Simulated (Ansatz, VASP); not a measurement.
ZnO: VASP beside Ansatz

Contents of INCAR:

```
  PREC = Accurate
  ENCUT = 910
  EDIFF = 1E-6
  ISMEAR = 0
  SIGMA = 0.1
  LREAL = False
  LASPH = True
  NELM = 120
  ALGO = Normal
  ISIF = 2
  LWAVE = False
  LCHARG = False
  GGA = CA
  NBANDS = 26
  GGA_COMPAT = False
```

File KPOINTS:

```
Automatic mesh
0
Gamma
  6 6 4
```

File POSCAR:

```
ZnO
1.0
    3.2373510200      0.0000000000      0.0000000000
   -1.6186755100      2.8036282300      0.0000000000
    0.0000000000      0.0000000000      5.2220613000
Zn O
2 2
Direct
    0.6666666700      0.3333333300      0.5005917000
    0.3333333300      0.6666666700      0.0005917000
    0.6666666700      0.3333333300      0.8797183000
    0.3333333300      0.6666666700      0.3797183000
```

Input for Ansatz:

```yaml
crystal:
  lattice:
    - [3.23735102, 0.0, 0.0]
    - [-1.61867551, 2.80362823, 0.0]
    - [0.0, 0.0, 5.2220613]
  atoms:
    - { symbol: Zn, position: [0.66666667, 0.33333333, 0.5005917] }
    - { symbol: Zn, position: [0.33333333, 0.66666667, 0.0005917] }
    - { symbol: O, position: [0.66666667, 0.33333333, 0.8797183] }
    - { symbol: O, position: [0.33333333, 0.66666667, 0.3797183] }
basis:
  ecutwfc: 420
kpoints:
  mp_grid: { grid: [6, 6, 4] }
hamiltonian:
  xc: lda
scf:
  occupations: { method: gaussian, width: 0.1 }
output:
  forces: true
  stress: true
  eigenvalues: true
```

Alike in both runs: task single point; functional LDA; k mesh 6 × 6 × 4; occupations gaussian, width 0.1 eV; no spin polarisation.

|  | VASP | Ansatz |
| --- | --- | --- |
| version | VASP 6.6.1 | Ansatz 0.2.0 |
| potentials or method | VASP PAW LDA potentials, release 64 (Zn, O_h), cutoff 910 eV | scalar-relativistic, plane waves, PAW |
| valence electrons in the cell | 36 | 36 |

```tsv
	VASP	Ansatz	Ansatz less VASP
gap on the k mesh at the Fermi level (eV)	0.74	0.73	-0.008
least direct gap on the mesh (eV)	0.74	0.73	-0.008
```

LDA's correlation is that of Perdew and Zunger in VASP and of Perdew and Wang (1992) in Ansatz.

Noted on VASP's run: the cutoff is short for stress, so the pressure is rough.
